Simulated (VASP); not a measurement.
# SiHC (P4_2/mmc) in VASP: a series of runs

Runs on SiHC. Level: PBE. Tasks: single point, relaxation of cell and atoms.

Program: VASP 6.6.1. These are calculated values, not measurements. Logs are shortened: lines on timing, memory, paths and dates and some standing lists are left out, and cuts for length are marked.

### Step 1. The cell of the first run

It takes space group P4_2/mmc (No. 131, tetragonal). Conventional cell: a = 3.519 Å, b = 3.519 Å, c = 4.280 Å, α = 90.00°, β = 90.00°, γ = 90.00°. Within 2.3 Å of Si (site symmetry mmm) lie 2 C at 1.76 Å and 4 H at 2.06 Å. H (site symmetry -4m2) has 4 Si at 2.06 Å and 2 H at 2.14 Å and 8 C at 2.71 Å within 2.8 Å. Within 2.3 Å of C (site symmetry mmm) lie 2 Si at 1.76 Å and 2 C at 2.14 Å.

The cell was built from a structure type or drawn by symmetry, and may not be a known phase.

### Step 2. Single point, PBE

INCAR reads:

```
SYSTEM = SiHC
  PREC = Accurate
  ENCUT = 520
  EDIFF = 1E-7
  ISMEAR = 0
  SIGMA = 0.1
  LREAL = .FALSE.
  LASPH = .TRUE.
  NELM = 100
  ALGO = Normal
  ISIF = 2
  LWAVE = .FALSE.
  LCHARG = .FALSE.
  GGA = PE
  NBANDS = 18
```

KPOINTS reads:

```
regular mesh
0
G
  6 6 4
  0 0 0
```

POSCAR reads:

```
SiHC
1.0
    3.5187899681      0.0000000000      0.0000000000
    0.0000000000      3.5187899681      0.0000000000
    0.0000000000      0.0000000000      4.2803747420
Si H C
2 2 2
Direct
    0.5000000000      0.0000000000      0.5000000000
    0.0000000000      0.5000000000      0.0000000000
    0.0000000000      0.0000000000      0.7500000000
    0.0000000000      0.0000000000      0.2500000000
    0.5000000000      0.5000000000      0.0000000000
    0.5000000000      0.5000000000      0.5000000000
```

Potentials or basis: VASP PAW PBE potentials, release 64 (Si, H, C).

Launch:

```bash
$ cat potpaw_PBE.64/Si/POTCAR potpaw_PBE.64/H/POTCAR potpaw_PBE.64/C/POTCAR > POTCAR
$ mpirun -np 1 vasp_std > vasp.out
```

OUTCAR:

```text
SYSTEM = SiHC
   PREC = Accurate
   ENCUT = 520
   EDIFF = 1E-7
   ISMEAR = 0
   LREAL = .FALSE.
   LASPH = .TRUE.
   NELM = 100
   ISIF = 2
   GGA = PE

 ion  position               nearest neighbor table
   1  0.500  0.000  0.500-   6 1.76   6 1.76
   2  0.000  0.500  0.000-   5 1.76   5 1.76
   3  0.000  0.000  0.750-
   4  0.000  0.000  0.250-
   5  0.500  0.500  0.000-   2 1.76   2 1.76
   6  0.500  0.500  0.500-   1 1.76   1 1.76

  LATTYP: Found a simple tetragonal cell.
 ALAT       =     3.5187899681
 C/A-ratio  =     1.2164337118

  Lattice vectors:

 A1 = (   3.5187899681,   0.0000000000,   0.0000000000)
 A2 = (   0.0000000000,   3.5187899681,   0.0000000000)
 A3 = (   0.0000000000,   0.0000000000,   4.2803747420)

Analysis of symmetry for initial positions (statically):
=====================================================================
 Subroutine PRICEL returns:
 Original cell was already a primitive cell.

 Routine SETGRP: Setting up the symmetry group for a
 simple tetragonal supercell.

 Subroutine GETGRP returns: Found 16 space group operations
 (whereof  8 operations were pure point group operations)
 out of a pool of 16 trial point group operations.

The static configuration has the point symmetry D_2h.
 The point group associated with its full space group is D_4h.

Analysis of symmetry for dynamics (positions and initial velocities):
=====================================================================
 Subroutine PRICEL returns:
 Original cell was already a primitive cell.

 Routine SETGRP: Setting up the symmetry group for a
 simple tetragonal supercell.

 Subroutine GETGRP returns: Found 16 space group operations
 (whereof  8 operations were pure point group operations)
 out of a pool of 16 trial point group operations.

The dynamic configuration has the point symmetry D_2h.
 The point group associated with its full space group is D_4h.

 Subroutine INISYM returns: Found 16 space group operations
 (whereof  8 operations are pure point group operations),
 and found     1 'primitive' translations

----------------------------------------------------------------------------------------

                                     Primitive cell

  volume of cell :      52.9991

  direct lattice vectors                    reciprocal lattice vectors
     3.518789968  0.000000000  0.000000000     0.284188601  0.000000000  0.000000000
     0.000000000  3.518789968  0.000000000     0.000000000  0.284188601  0.000000000
     0.000000000  0.000000000  4.280374742     0.000000000  0.000000000  0.233624404

  length of vectors
     3.518789968  3.518789968  4.280374742     0.284188601  0.284188601  0.233624404

  position of ions in fractional coordinates (direct lattice)
     0.500000000  0.000000000  0.500000000
     0.000000000  0.500000000  0.000000000
     0.000000000  0.000000000  0.750000000
     0.000000000  0.000000000  0.250000000
     0.500000000  0.500000000  0.000000000
     0.500000000  0.500000000  0.500000000

  ion indices of the primitive-cell ions
   primitive index   ion index
                 1           1
                 2           2
                 3           3
                 4           4
                 5           5
                 6           6

----------------------------------------------------------------------------------------

 KPOINTS: regular mesh

Automatic generation of k-mesh.
 Grid dimensions read from file:
 generate k-points for:    6    6    4

 Generating k-lattice:

  Cartesian coordinates                     Fractional coordinates (reciprocal lattice)
     0.047364767  0.000000000  0.000000000     0.166666667  0.000000000  0.000000000
     0.000000000  0.047364767  0.000000000     0.000000000  0.166666667  0.000000000
     0.000000000  0.000000000  0.058406101     0.000000000  0.000000000  0.250000000

  Length of vectors
     0.047364767  0.047364767  0.058406101

  Shift w.r.t. Gamma in fractional coordinates (k-lattice)
     0.000000000  0.000000000  0.000000000

 Subroutine IBZKPT returns following result:
 ===========================================

 Found     30 irreducible k-points:

 Following reciprocal coordinates:
            Coordinates               Weight
  0.000000  0.000000  0.000000      1.000000
  0.166667  0.000000  0.000000      4.000000
  0.333333  0.000000  0.000000      4.000000
  0.500000  0.000000  0.000000      2.000000
  0.166667  0.166667  0.000000      4.000000
  0.333333  0.166667  0.000000      8.000000
[... 16 lines left out ...]
  0.333333  0.000000  0.500000      4.000000
  0.500000  0.000000  0.500000      2.000000
 [... further k-points ...]
   k-points           NKPTS =     30   k-points in BZ     NKDIM =     30   number of bands    NBANDS=     18
   number of dos      NEDOS =    301   number of ions     NIONS =      6
   total plane-waves  NPLWV =  25088
   dimension x,y,z NGX =    28 NGY =   28 NGZ =   32
   dimension x,y,z NGXF=    56 NGYF=   56 NGZF=   64
   ions per type =               2   2   2
   NGX,Y,Z   is equivalent  to a cutoff of  13.23, 13.23, 12.43 a.u.
   NGXF,Y,Z  is equivalent  to a cutoff of  26.46, 26.46, 24.86 a.u.
 SYSTEM =  SiHC
   PREC   = accura    normal or accurate (medium, high low for compatibility)
   ISTART =      0    job   : 0-new  1-cont  2-samecut
   ICHARG =      2    charge: 1-file 2-atom 10-const
   ISPIN  =      1    spin polarized calculation?
   LNONCOLLINEAR =      F non collinear calculations
   LSORBIT =      F    spin-orbit coupling
   LASPH  =      T    aspherical Exc in radial PAW
   ENCUT  =  520.0 eV  38.22 Ry    6.18 a.u.   6.54  6.54  7.96*2*pi/ulx,y,z
   NELM   =    100;   NELMIN=  2; NELMDL= -5     # of ELM steps
   EDIFF  = 0.1E-06   stopping-criterion for ELM
   LREAL  =      F    real-space projection
   EDIFFG = 0.1E-05   stopping-criterion for IOM
   NSW    =      0    number of steps for IOM
   IBRION =     -1    ionic relax: 0-MD 1-quasi-New 2-CG
   NFREE  =      0    steps in history (QN), initial steepest desc. (CG)
   ISIF   =      2    stress and relaxation
   ISYM   =      2    0-nonsym 1-usesym 2-fastsym
   POTIM  = 0.5000    time-step for ionic-motion
   TEBEG  =    0.0;   TEEND  =   0.0 temperature during run
   PSTRESS=    0.0 pullay stress
   NELECT =      18.0000    total number of electrons
   NUPDOWN=      -1.0000    fix difference up-down
   EMIN   =  10.00;   EMAX   =-10.00  energy-range for DOS
   EFERMI =   0.00;   METHOD = LEGACY
   ISMEAR =     0;   SIGMA  =   0.10  broadening in eV -4-tet -1-fermi 0-gaus
   EFERMI_NEDOS =   21; number of points for ismear=-14 and -15
   IALGO  =     38    algorithm
   IMIX   =      4    mixing-type and parameters
     AMIX     =   0.40;   BMIX     =  1.00
     AMIX_MAG =   1.60;   BMIX_MAG =  1.00
  volume/ion in A,a.u.               =       8.83        59.61
  Fermi-wavevector in a.u.,A,eV,Ry     =   1.142202  2.158448 17.750500  1.304625
  Thomas-Fermi vector in A             =   2.278900
   LORBIT       =      0    0 simple, 1 ext, 2 COOP (PROOUT), +10 PAW based schemes
   GGA     = PE    functional components
   LHFCALC =     F    Hartree Fock is set to
   AEXX    =    0.0000 exact exchange contribution
   IVDW    =     0    specifies the selected vdW correction
   LEPSILON=     F    determine dielectric tensor
   LRPA    =     F    only Hartree local field effects (RPA)
 non-spin polarized calculation
 Gauss-broadening in eV      SIGMA  =   0.10
  energy-cutoff  :      520.00
  volume of cell :       53.00
 maximum number of plane-waves:      1456
 NGX is ok and might be reduce to    28
   NGX = 13   NGY = 13   NGZ = 15

 number of electron      18.0000003 magnetization

 Free energy of the ion-electron system (eV)
  ---------------------------------------------------
  ext. energy  EPLUGINS =         0.00000000
  ---------------------------------------------------
  free energy    TOTEN  =       -28.28860832 eV

  energy without entropy =      -28.28412898  energy(sigma->0) =      -28.28636865

 E-fermi :   6.9373     XC(G=0): -10.9544

 val. band max:        6.7958932699   @ k =   0.3333   0.1667   0.5000
 cond. band min:       6.9668159736   @ k =   0.5000   0.0000   0.0000
 fundamental gap:      0.1709227038
 Fermi energy:         6.9373025776

 k-point     1 :       0.0000    0.0000    0.0000
  band No.  band energies     occupation
      1      -8.8103      2.00000
      2      -3.1721      2.00000
      3      -0.7150      2.00000
      4       0.7876      2.00000
      5       0.8862      2.00000
      6       0.8862      2.00000
[... 10 lines left out ...]
     17      14.0582      0.00000
     18      14.3546      0.00000

 k-point     2 :       0.1667    0.0000    0.0000
  band No.  band energies     occupation
      1      -8.5717      2.00000
      2      -3.0827      2.00000
      3      -1.1860      2.00000
      4      -0.4645      2.00000
      5       0.9854      2.00000
      6       2.2408      2.00000
[... 10 lines left out ...]
     17      15.9270      0.00000
     18      15.9319      0.00000

 k-point     3 :       0.3333    0.0000    0.0000
  band No.  band energies     occupation
      1      -7.9433      2.00000
      2      -3.5895      2.00000
      3      -2.2850      2.00000
      4       0.2123      2.00000
      5       1.1982      2.00000
      6       2.4254      2.00000
[... 10 lines left out ...]
     17      15.2722      0.00000
     18      17.2444      0.00000

 k-point     4 :       0.5000    0.0000    0.0000
  band No.  band energies     occupation
      1      -7.4627      2.00000
      2      -4.4197      2.00000
      3      -2.1894      2.00000
      4       0.7684      2.00000
      5       1.3129      2.00000
      6       2.1496      2.00000
[... 10 lines left out ...]
     17      16.3416      0.00000
     18      16.6341      0.00000

 k-point     5 :       0.1667    0.1667    0.0000
  band No.  band energies     occupation
      1      -8.3373      2.00000
      2      -2.9587      2.00000
      3      -1.5293      2.00000
      4      -0.2213      2.00000
      5      -0.0301      2.00000
      6       2.8186      2.00000
[... 10 lines left out ...]
     17      15.3777      0.00000
     18      16.2034      0.00000

 k-point     6 :       0.3333    0.1667    0.0000
  band No.  band energies     occupation
      1      -7.7239      2.00000
      2      -3.3423      2.00000
      3      -2.2712      2.00000
      4      -0.0328      2.00000
      5       0.4274      2.00000
      6       2.2924      2.00000
[... 307 lines left out ...]
 k-point    21 :       0.0000    0.0000    0.5000
  band No.  band energies     occupation
      1      -7.1042      2.00000
      2      -7.1042      2.00000
      3       1.3596      2.00000
      4       1.3596      2.00000
      5       2.3056      2.00000
      6       2.3056      2.00000
[... 10 lines left out ...]
     17      16.1097      0.00000
     18      16.1097      0.00000

 k-point    22 :       0.1667    0.0000    0.5000
  band No.  band energies     occupation
      1      -6.9220      2.00000
      2      -6.8402      2.00000
      3      -0.3339      2.00000
      4       1.2079      2.00000
      5       1.4252      2.00000
      6       3.4291      2.00000
[... 10 lines left out ...]
     17      16.5263      0.00000
     18      16.9751      0.00000

 k-point    23 :       0.3333    0.0000    0.5000
  band No.  band energies     occupation
      1      -6.4869      2.00000
      2      -6.0982      2.00000
      3      -2.3681      2.00000
      4      -0.3838      2.00000
      5       1.5625      2.00000
      6       4.4213      2.00000
[... 10 lines left out ...]
     17      16.4807      0.00000
     18      18.2016      0.00000

 k-point    24 :       0.5000    0.0000    0.5000
  band No.  band energies     occupation
      1      -6.2142      2.00000
      2      -5.3978      2.00000
      3      -3.5303      2.00000
      4      -1.0966      2.00000
      5       1.6345      2.00000
      6       4.9824      2.00000
[... 10 lines left out ...]
     17      16.3031      0.00000
     18      18.8757      0.00000

 [... further k-points ...]

------------------------ aborting loop because EDIFF is reached ----------------------------------------

  FORCE on cell =-STRESS in cart. coord.  units (eV):
  Direction    XX          YY          ZZ          XY          YZ          ZX
  --------------------------------------------------------------------------------------
  -------------------------------------------------------------------------------------
  Total        0.0059324      0.0059324      0.0029699      0.0000000      0.0000000      0.0000000
  in kB        0.1793383      0.1793383      0.0897818      0.0000000      0.0000000      0.0000000
  external PRESSURE =       0.1494862 kB  Pullay stress =       0.0000000 kB

 VOLUME and BASIS-vectors are now :
 -----------------------------------------------------------------------------
  energy-cutoff  :      520.00
  volume of cell :       53.00
      direct lattice vectors                 reciprocal lattice vectors
     3.518789968  0.000000000  0.000000000     0.284188601  0.000000000  0.000000000
     0.000000000  3.518789968  0.000000000     0.000000000  0.284188601  0.000000000
     0.000000000  0.000000000  4.280374742     0.000000000  0.000000000  0.233624404

 POSITION                                       TOTAL-FORCE (eV/Angst)
 -----------------------------------------------------------------------------------
      1.75939      0.00000      2.14019         0.000000      0.000000     -0.000000
      0.00000      1.75939      0.00000         0.000000      0.000000     -0.000000
      0.00000      0.00000      3.21028         0.000000     -0.000000      0.000000
      0.00000      0.00000      1.07009        -0.000000     -0.000000      0.000000
      1.75939      1.75939      0.00000         0.000000      0.000000     -0.000000
      1.75939      1.75939      2.14019         0.000000      0.000000     -0.000000
 -----------------------------------------------------------------------------------
    total drift:                                0.000000      0.000000      0.000000

  FREE ENERGIE OF THE ION-ELECTRON SYSTEM (eV)
  ---------------------------------------------------
  free  energy   TOTEN  =       -28.2886083224 eV

  energy  without entropy=      -28.2841289790  energy(sigma->0) =      -28.28636865
```

Wall time 39 s (1 thread of Intel Xeon 8259CL, shared host); peak memory 0.17 GiB.

Results:

| Quantity | Value |
| --- | --- |
| Free energy | -28.2886 eV |
| Pressure | 0.0 GPa |
| Band gap on the k mesh | zero (bands 9 and 10 overlap by 1.72 eV) |

Levels at points of the mesh, in eV from the Fermi level:
| k point | band 7 | band 8 | band 9 | band 10 | band 11 | band 12 |
| --- | --- | --- | --- | --- | --- | --- |
| (0.00, 0.00, 0.00) | -1.14 | -1.14 | -0.67 | -0.22 | 4.13 | 4.54 |
| (0.50, 0.00, 0.00) | -3.64 | -0.83 | -0.52 | 0.03 | 1.49 | 4.27 |
| (0.50, 0.50, 0.00) | -1.94 | -1.83 | -1.83 | 0.55 | 0.55 | 1.37 |
| (0.00, 0.00, 0.50) | -2.41 | -2.41 | -1.06 | -1.06 | 2.75 | 2.75 |
| (0.50, 0.00, 0.50) | -1.02 | -0.55 | -0.26 | 0.65 | 0.68 | 2.08 |
| (0.50, 0.50, 0.50) | -4.39 | -4.39 | 0.66 | 0.66 | 4.45 | 4.45 |

Caveat: the k points lie up to 0.37 Å⁻¹ apart, too coarse for converged energies and pressures of a metal.

(Continued in part 2 of 2.)
